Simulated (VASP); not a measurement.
HC16 (a cell with a defect), 17 atoms in the cell. The cell holds a defect, 17 atoms: a = 5.049 Å, b = 5.049 Å, c = 5.049 Å, α = 60.00°, β = 60.00°, γ = 60.00°. 

```yaml
Program: VASP 6.6.1
Task: single point
Functional: PBE
Potentials_or_basis: VASP PAW PBE potentials, release 64 (C, H)
Cutoff: 520 eV
k_mesh: 3 × 3 × 3
Occupations: fermi-dirac, width 0.02 eV
Spin: no spin polarisation
Dipole_correction: no
Charge: 1
Further_INCAR_settings: LREAL = Auto; ALGO = Normal; EDIFF = 1e-07; NBANDS = 46; NELECT = 64.0
```

Potentials or basis: VASP PAW PBE potentials, release 64 (C, H).

Launch:

```console
$ cat potpaw_PBE.64/C/POTCAR potpaw_PBE.64/H/POTCAR > POTCAR
$ mpirun -np 1 vasp_std > vasp.out
```

Hardware: 1 thread of AMD EPYC 9R45 96-Core Processor (Zen 5), with other jobs on the host.

Problem. Estimate the wall time of this run.

Solution. It took 65 s on 1 thread of AMD EPYC 9R45 96-Core Processor (Zen 5) (shared host), peak memory 0.21 GiB. Counts: scf iterations 15, k points 14.
